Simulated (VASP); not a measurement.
Input of a VASP 6.6.1 run:

The input INCAR:

```
SYSTEM = C
  ALGO = Normal
  EDIFF = 1E-6
  ENCUT = 1300
  GGA = PS
  GGA_COMPAT = .False.
  ISIF = 2
  ISMEAR = 0
  LASPH = .True.
  LCHARG = .True.
  LELF = .True.
  LREAL = .False.
  LVHAR = .True.
  LWAVE = .False.
  NBANDS = 11
  NELM = 120
  PREC = Accurate
  SIGMA = 0.05
```

The input KPOINTS:

```
k-points
0
Gamma
  22 22 22
  0 0 0
```

The input POSCAR:

```
C
1.0
    0.0000000000      1.7833700000      1.7833700000
    1.7833700000      0.0000000000      1.7833700000
    1.7833700000      1.7833700000      0.0000000000
C
2
Direct
    0.0000000000      0.0000000000      0.0000000000
    0.2500000000      0.2500000000      0.2500000000
```

Potentials or basis: VASP PAW PBE potentials, release 64 (C_h).

Command:

```console
$ cat potpaw_PBE.64/C_h/POTCAR > POTCAR
$ mpirun -np 1 vasp_std > vasp.out
```

Problem. Estimate the band gap on the k mesh.

Solution. 4.01 eV (least direct gap 5.54 eV).

Problem. Predict the pressure.

Solution. -4.7 GPa.

Caveat: the cell stands under tension; the PAW data sets were made with another functional, which shifts forces and pressure a little. A k mesh can miss the band edges.
